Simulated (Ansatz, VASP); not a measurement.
# Two plane-wave programs on In4BiSb3

INCAR

```
ALGO = Normal
EDIFF = 1E-6
ENCUT = 520
GGA = PE
ISIF = 2
ISMEAR = -1
LASPH = T
LCHARG = F
LREAL = F
LWAVE = F
NBANDS = 51
NELM = 80
PREC = Accurate
SIGMA = 0.02
```

KPOINTS

```
k-points
0
Gamma
  4 4 4
```

The input POSCAR:

```
In4BiSb3
1.0
    4.6380190044      0.0000000000      0.0000000000
    0.0000000000      4.6373566620      6.5427536693
    0.0000000000     -4.6373566620      6.5427536693
Sb Bi In
3 1 4
Direct
    0.0000000000     -0.0001885286     -0.0001885286
    0.5000000000     -0.0005235520      0.5005362494
    0.5000000000      0.5005362494     -0.0005235520
    0.0000000000      0.5003612896      0.5003612896
    0.5000000000      0.8752379563      0.8752379563
    0.0000000000      0.8804833923      0.3728202550
    0.0000000000      0.3728202550      0.8804833923
    0.5000000000      0.3712729380      0.3712729380
```

Input for Ansatz:

```yaml
crystal:
  lattice:
    - [4.6380190044, 0.0, 0.0]
    - [0.0, 4.637356662, 6.5427536693]
    - [0.0, -4.637356662, 6.5427536693]
  atoms:
    - { symbol: Sb, position: [0.0, -0.0001885286, -0.0001885286] }
    - { symbol: Sb, position: [0.5, -0.000523552, 0.5005362494] }
    - { symbol: Sb, position: [0.5, 0.5005362494, -0.000523552] }
    - { symbol: Bi, position: [0.0, 0.5003612896, 0.5003612896] }
    - { symbol: In, position: [0.5, 0.8752379563, 0.8752379563] }
    - { symbol: In, position: [0.0, 0.8804833923, 0.372820255] }
    - { symbol: In, position: [0.0, 0.372820255, 0.8804833923] }
    - { symbol: In, position: [0.5, 0.371272938, 0.371272938] }
kpoints:
  mp_grid: { grid: [4, 4, 4] }
hamiltonian:
  xc: pbe
scf:
  occupations: { method: fermi_dirac, width: 0.02 }
  n_extra_bands: 6
output:
  forces: true
  stress: true
  eigenvalues: true
```

Alike in both runs: task single point; functional PBE; k mesh 4 × 4 × 4; occupations fermi-dirac, width 0.02 eV; no spin polarisation.

|  | VASP | Ansatz |
| --- | --- | --- |
| version | VASP 6.6.1 | Ansatz 0.2.0 |
| potentials or method | VASP PAW PBE potentials, release 64 (Sb, Bi_d, In_d) | plane waves, PAW |
| plane-wave cutoff (eV) | 520 | 420 |
| valence electrons in the cell | 82 | 112 |

Ansatz gave:

| Property | Result |
| --- | --- |
| pressure (GPa) | 2.6 |
| traceless stress, the component that is largest in VASP (GPa) | 0.27 |
| rms of the force components (eV/Å) | 0.008 |

Q: Estimate VASP's values.

A: Pressure (GPa): 2.5; traceless stress, the component that is largest in VASP (GPa): 0.27; rms of the force components (eV/Å): 0.009.

Atom by atom the forces differ by 0.000 eV/Å (rms over components). VASP's potentials hold 82 valence electrons a cell and Ansatz's 112, so a difference there can come from the potentials and not from the codes.

Spin-orbit coupling is off throughout.
